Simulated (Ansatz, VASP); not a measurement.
# Two plane-wave programs on Ir

INCAR

```
SYSTEM = Ir
ALGO = Fast ; EDIFF = 1E-6
ENCUT = 520 ; GGA = PS
ISIF = 2 ; ISMEAR = -1
LASPH = .TRUE. ; LCHARG = .FALSE.
LREAL = .FALSE. ; LWAVE = .FALSE.
NBANDS = 16 ; NELM = 80
PREC = Accurate ; SIGMA = 0.05
```

File KPOINTS:

```
k-points
0
G
  11 11 6
  0 0 0
```

The input POSCAR:

```
Ir
1.0
    2.8053401807      0.0000000000      0.0000000000
   -1.4026700903      2.4294958627      0.0000000000
    0.0000000000      0.0000000000      4.5498081014
Ir
2
Direct
    0.3333333333      0.6666666667      0.2500000000
    0.6666666667      0.3333333333      0.7500000000
```

input.yaml

```yaml
crystal:
  lattice:
    - [2.8053401807, 0.0, 0.0]
    - [-1.4026700903, 2.4294958627, 0.0]
    - [0.0, 0.0, 4.5498081014]
  atoms:
    - { symbol: Ir, position: [0.3333333333, 0.6666666667, 0.25] }
    - { symbol: Ir, position: [0.6666666667, 0.3333333333, 0.75] }
hamiltonian:
  xc: pbesol
  pseudopotentials: { kind: paw }
kpoints:
  mp_grid: { grid: [11, 11, 6] }
scf:
  occupations: { method: fermi_dirac, width: 0.05 }
output:
  forces: true
  stress: true
  eigenvalues: true
  write_density: true
  write_potential: true
  elf: true
  volumetric_format: npy
```

Alike in both runs: task single point; functional PBEsol; k mesh 11 × 11 × 6; occupations fermi-dirac, width 0.05 eV; no spin polarisation.

|  | VASP | Ansatz |
| --- | --- | --- |
| version | VASP 6.6.1 | Ansatz 0.2.0 |
| potentials or method | VASP PAW PBE potentials, release 64 (Ir) | Ansatz PAW |
| plane-wave cutoff (eV) | 520 | 420 |
| valence electrons in the cell | 18 | 34 |

|  | VASP | Ansatz | Ansatz less VASP |
| --- | --- | --- | --- |
| gap on the k mesh at the Fermi level (eV) | none | none | - |
| pressure (GPa) | -27.7 | -28.2 | -0.49 |
| traceless stress, the component that is largest in VASP (GPa) | -0.57 | -0.61 | -0.037 |

VASP's potentials were made for PBE, not for PBEsol. A gap of «none» marks a metal or a gap that the smearing closes. With one functional, cell and mesh, what is left measures potentials, basis and numerics. VASP's potentials hold 18 valence electrons a cell and Ansatz's 34, so a difference there can come from the potentials and not from the codes.

Neither program's run includes spin-orbit coupling.
